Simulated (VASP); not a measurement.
Here is a VASP 6.6.1 calculation.

INCAR

```
SYSTEM = C
PREC     = Accurate       ! precision mode
ENCUT    = 520            ! plane-wave cutoff, eV
EDIFF    = 1E-6           ! SCF threshold, eV
ISMEAR   = -1             ! smearing method
SIGMA    = 0.05           ! smearing width, eV
LREAL    = .False.        ! projectors in reciprocal space
LASPH    = .True.         ! aspherical terms in the spheres
NELM     = 100            ! most SCF steps
ALGO     = Normal         ! electronic algorithm
ISIF     = 2              ! what is computed and relaxed
LWAVE    = .False.        ! write WAVECAR
LCHARG   = .False.        ! write CHGCAR
GGA      = PE             ! functional
NBANDS   = 11             ! bands
```

The input KPOINTS:

```
regular mesh
0
Gamma
  13 13 8
  0 0 0
```

POSCAR

```
C
1.0
    2.1553145742     -1.2444459046      0.0000000000
    2.1553145742      1.2444459046      0.0000000000
   -1.3972173651      0.0000000000      3.5489252341
C
2
Direct
    0.1666444700      0.1666444700      0.9999069600
    0.8333555300      0.8333555300      0.0000930400
```

Potentials or basis: VASP PAW PBE potentials, release 64 (C).

Run with:

```bash
$ cat potpaw_PBE.64/C/POTCAR > POTCAR
$ mpirun -np 1 vasp_std > vasp.out
```

(1) What does it give for the largest force?

(2) Predict the band gap on the k mesh.

(3) Estimate the pressure.

Results:

(1) 0.005 eV/Å.

(2) 0.92 eV, indirect (least direct gap 0.93 eV).

(3) -5.9 GPa.

Caveat: this functional lacks dispersion, which binds the layers, so the pressure and a relaxed spacing across them are unreliable.
